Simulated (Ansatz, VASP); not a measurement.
## Sn in VASP and in Ansatz

```xyz
2
Lattice="0.0000 3.2333 3.2333 3.2333 0.0000 3.2333 3.2333 3.2333 0.0000" Properties=species:S:1:pos:R:3 pbc="T T T"
Sn    4.8500    4.8500    4.8500
Sn    3.2333    3.2333    3.2333
```

Alike in both runs: task relaxation of cell and atoms; functional PBE; k mesh 5 × 5 × 5; occupations fermi-dirac, width 0.05 eV; non-collinear spin, spin-orbit coupling.

```csv
,VASP,Ansatz
version,VASP 6.6.1,Ansatz 0.2.0
potentials or method,"VASP PAW PBE potentials, release 64 (Sn_d), cutoff 600 eV","all-electron LAPW, relativistic spinors"
```

Ansatz gave:

```
net moment per atom (μB)                                     : 0.00
relaxed volume (Å³/atom)                                     : 37.03
relaxed cell length with the largest relative difference (Å) : 4.714
```

**Question.** Which values does VASP return?

**Answer.** net moment per atom (μB): 0.00; relaxed volume (Å³/atom): 36.99; relaxed cell length with the largest relative difference (Å): 4.712.

Ansatz ran all-electron here, and VASP with PAW potentials.

Noted on Ansatz's run: the k mesh is thin for a metal, which can move the energy by tens of meV per atom.
